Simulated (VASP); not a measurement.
Runs of VASP 6.6.1 on Ti. The structure is that of space group P6/mmm (No. 191), or close to it. The cells are those of the table. 

```csv
cell,gap on the mesh (eV),pressure (GPa)
"a = 4.228, b = 4.228, c = 2.657 Å, angles 90.0, 90.0, 120.0°, 3 atoms",none,29.4
"a = 4.136, b = 4.136, c = 2.607 Å, angles 90.0, 90.0, 120.0°, 3 atoms",none,(a)
"a = 4.507, b = 4.507, c = 2.805 Å, angles 90.0, 90.0, 120.0°, 3 atoms",none,-0.2
"a = 4.344, b = 4.344, c = 2.719 Å, angles 90.0, 90.0, 120.0°, 3 atoms",none,14.5
```

Alike in all rows: task single point; level PBEsol; potentials or basis VASP PAW PBE potentials, release 64 (Ti_sv); no spin polarisation; k mesh 5 × 5 × 6; cutoff (eV) 520; smearing fermi-dirac 0.05 eV.

**Question.** Estimate the missing entries.

**Answer.** (a) 44.3.

Caveats: all runs use coarse meshes; the PAW data sets were made with another functional, which shifts forces and pressure a little.

A gap of «none» marks levels without a gap at the run's occupations.
